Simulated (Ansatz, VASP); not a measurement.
**One calculation of Hg, two programs**

File INCAR:

```
SYSTEM = Hg
  PREC = Accurate
  ENCUT = 520
  EDIFF = 1E-6
  ISMEAR = -1
  SIGMA = 0.03
  LREAL = .False.
  LASPH = .True.
  NELM = 60
  ALGO = Normal
  ISIF = 2
  LWAVE = .False.
  LCHARG = .False.
  GGA = CA
  NBANDS = 12
```

KPOINTS

```
regular mesh
0
Gamma
  12 12 12
  0 0 0
```

POSCAR

```
Hg
1.0
    1.7183893641      0.9921125620      2.2190062596
   -1.7183893641      0.9921125620      2.2190062596
    0.0000000000     -1.9842251239      2.2190062596
Hg
1
Direct
    0.0000000000      0.0000000000      0.0000000000
```

Input for Ansatz:

```yaml
crystal:
  lattice:
    - [1.7183893641, 0.992112562, 2.2190062596]
    - [-1.7183893641, 0.992112562, 2.2190062596]
    - [0.0, -1.9842251239, 2.2190062596]
  atoms:
    - { symbol: Hg, position: [0.0, 0.0, 0.0] }
kpoints:
  mp_grid: { grid: [12, 12, 12] }
  band_path:
    path:
      - [0.0, 0.0, 0.0]
      - [0.5, 0.5, 0.5]
      - [0.7000691066, 0.2999308934, 0.5]
      - [0.5, -0.2999308934, 0.2999308934]
      - [0.5, 0.0, 0.0]
      - [0.0, 0.0, 0.0]
      - [0.3999654467, -0.3999654467, 0.0]
      - [0.6000345533, 0.0, 0.3999654467]
      - [0.5, 0.0, 0.5]
    npoints: 5
scf:
  occupations: { method: fermi_dirac, width: 0.03 }
hamiltonian:
  xc: lda
  pseudopotentials: { kind: all_electron, lapw: { basis_error: 0.0005 } }
output:
  forces: true
  stress: true
  eigenvalues: true
```

Change from the starting cell: volume scaled by 0.98.

Alike in both runs: task single point; functional LDA; k mesh 12 × 12 × 12; occupations fermi-dirac, width 0.03 eV; no spin polarisation.

|  | VASP | Ansatz |
| --- | --- | --- |
| version | VASP 6.6.1 | Ansatz 0.2.0 |
| potentials or method | VASP PAW LDA potentials, release 64 (Hg), cutoff 520 eV | all-electron LAPW, scalar-relativistic |

VASP gave:

```
pressure (GPa)                                                : -0.1
traceless stress, the component that is largest in VASP (GPa) : -0.20
```

Which values does Ansatz return?

Pressure (GPa): -0.7; traceless stress, the component that is largest in VASP (GPa): -0.56.

LDA's correlation is that of Perdew and Zunger in VASP and of Perdew and Wang (1992) in Ansatz. Ansatz ran all-electron here, and VASP with PAW potentials.

Neither program's run includes spin-orbit coupling.
